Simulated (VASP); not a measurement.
Wanted: the native input for a VASP 6.6.1 run.

```
Task                   : single point
Functional             : PBE
Potentials or basis    : VASP PAW PBE potentials, release 64 (Na_pv, F)
Cutoff                 : 520 eV
k mesh                 : 6 × 6 × 6
Occupations            : gaussian, width 0.01 eV
Spin                   : no spin polarisation
Dipole correction      : no
Further INCAR settings : ALGO = Normal; EDIFF = 1e-06; NBANDS = 14
```

The structure of NaF lies in POSCAR:

```
NaF
1.0
    0.0287146011      2.2971680842      2.2971680842
    2.2971680842      0.0287146011      2.2971680842
    2.3258826852      2.3258826852     -0.0000000001
Na F
1 1
Direct
    0.0000000000      0.0000000000      0.0000000000
    0.5000000000      0.5000000000      0.5000000000
```

This cell differs from its parent crystal: shear xy strain +2.5%.

The input as run:

INCAR

```
SYSTEM = NaF
ALGO = Normal
EDIFF = 1E-6
ENCUT = 520
GGA = PE
ISIF = 2
ISMEAR = 0
LASPH = .TRUE.
LCHARG = .FALSE.
LREAL = .FALSE.
LWAVE = .FALSE.
NBANDS = 14
NELM = 100
PREC = Accurate
SIGMA = 0.01
```

KPOINTS

```
k-points
0
G
  6 6 6
  0 0 0
```

Potentials or basis: VASP PAW PBE potentials, release 64 (Na_pv, F).

Command:

```bash
$ cat potpaw_PBE.64/Na_pv/POTCAR potpaw_PBE.64/F/POTCAR > POTCAR
$ mpirun -np 1 vasp_std > vasp.out
```

It gave:

| Item | Value |
| --- | --- |
| Pressure | 3.5 GPa |
| Band gap on the k mesh | 6.40 eV, direct |

Caveat: the cell differs from its parent crystal (shear xy strain +2.5%).

Wall time 7.6 s on 1 thread of Intel(R) Xeon(R) Platinum 8259CL CPU @ 2.50GHz (Skylake/Cascade Lake) (shared host), peak memory 0.13 GiB.
